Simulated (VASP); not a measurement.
Wanted: the native input for a VASP 6.6.1 run.

```yaml
Task: relaxation of cell and atoms
Functional: LDA
Potentials_or_basis: VASP PAW LDA potentials, release 64 (Sc_sv)
Cutoff: 600 eV
k_mesh: 17 × 17 × 17
Occupations: fermi-dirac, width 0.08 eV
Spin: no spin polarisation
Target_pressure: 61 GPa
Dipole_correction: no
Further_INCAR_settings: ALGO = Normal; EDIFF = 1e-07; IBRION = 2; EDIFFG = -0.005; NSW = 32; ISIF = 3
```

The structure of Sc lies in POSCAR:

```
Sc
1.0
    0.0000000000      1.8943618502      1.8943618502
    1.8943618502      0.0000000000      1.8943618502
    1.8943618502      1.8943618502      0.0000000000
Sc
1
Direct
    0.0000000000      0.0000000000      0.0000000000
```

This isn't the form of Sc at room conditions, which is hcp.

One way to write it, as run:

INCAR

```
SYSTEM = Sc
ALGO = Normal
EDIFF = 1E-7
EDIFFG = -0.005
ENCUT = 600
IBRION = 2
ISIF = 3
ISMEAR = -1
LASPH = .True.
LCHARG = .False.
LREAL = .False.
LWAVE = .False.
NELM = 100
NSW = 32
PREC = Accurate
PSTRESS = 610.0
SIGMA = 0.08
```

KPOINTS

```
k-points
0
Gamma
  17 17 17
  0 0 0
```

Potentials or basis: VASP PAW LDA potentials, release 64 (Sc_sv).

Command:

```bash
$ cat potpaw_LDA.64/Sc_sv/POTCAR > POTCAR
$ mpirun -np 1 vasp_std > vasp.out
```

It gave:

```json
{
  "Relaxed volume": "13.66 Å³/atom",
  "Relaxed cell": "a = 2.683 Å, b = 2.683 Å, c = 2.683 Å, α = 60.00°, β = 60.00°, γ = 60.00°",
  "Space group after relaxing (to 0.1 Å)": "Fm-3m (No. 225)",
  "Energy change on relaxing (the run minimises the enthalpy)": "-24.3 meV/atom",
  "Ionic steps": "3",
  "Pressure after relaxing": "61.0 GPa",
  "Band gap on the k mesh": "zero (an odd number of electrons rules out a gap without spin polarisation)"
}
```

Caveat: the cell is relaxed towards a set pressure, so the run minimises the enthalpy, not the energy.

Run time: 52 s on 1 thread of AMD EPYC 7R43 64-Core Processor (Zen 3) (shared host), peak memory 0.12 GiB.
